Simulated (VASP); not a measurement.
Input of a VASP 6.6.1 run:

INCAR

```
PREC = Accurate
ENCUT = 520
EDIFF = 1E-6
ISMEAR = -1
SIGMA = 0.05
LREAL = False
LASPH = True
NELM = 60
ALGO = Normal
ISIF = 2
LWAVE = False
LCHARG = True
GGA = PS
LELF = True
LVHAR = True
NBANDS = 20
```

KPOINTS

```
regular mesh
0
Gamma
  6 6 6
```

POSCAR

```
ScAlH6
1.0
    1.4181984176      1.5414712551      5.0692519178
   -2.5492855108      1.1767079954      5.7258001930
   -0.8747872732     -1.7271780662      5.1109276213
Sc Al H
1 1 6
Direct
    0.5919126901      0.5076162105      0.4092705820
    0.1014751630     -0.2589591664      0.1211034108
    0.5955150058      0.9659924670      0.2020501930
    1.0423754223      0.2612548877      0.5809528000
    0.5952748678      0.4949998920      0.0494705279
    0.0378547175      0.7623124715      0.4470957335
    0.3943346436      0.0902121404      0.8638752352
    0.0887358668      0.7192018382      0.8144317551
```

Potentials or basis: VASP PAW PBE potentials, release 64 (Sc_sv, Al, H).

Run with:

```console
$ cat potpaw_PBE.64/Sc_sv/POTCAR potpaw_PBE.64/Al/POTCAR potpaw_PBE.64/H/POTCAR > POTCAR
$ mpirun -np 1 vasp_std > vasp.out
```

Question: Estimate the pressure.

Answer: 0.0 GPa.

Question: What does it give for the band gap on the k mesh?

Answer: 0.80 eV (least direct gap 1.65 eV).

Question: Predict the largest force.

Answer: 0.013 eV/Å.

Forces in eV/Å, atoms in the order of the input:
```
Sc   0.012 -0.002  0.005
Al   0.001  0.000 -0.006
H   -0.001  0.001  0.004
H    0.004  0.001  0.007
H    0.002  0.003 -0.004
H   -0.009 -0.002  0.000
H   -0.008  0.000 -0.010
H   -0.001 -0.001  0.005
```

Caveat: the PAW data sets were made with another functional, which shifts forces and pressure a little. A k mesh can miss the band edges.
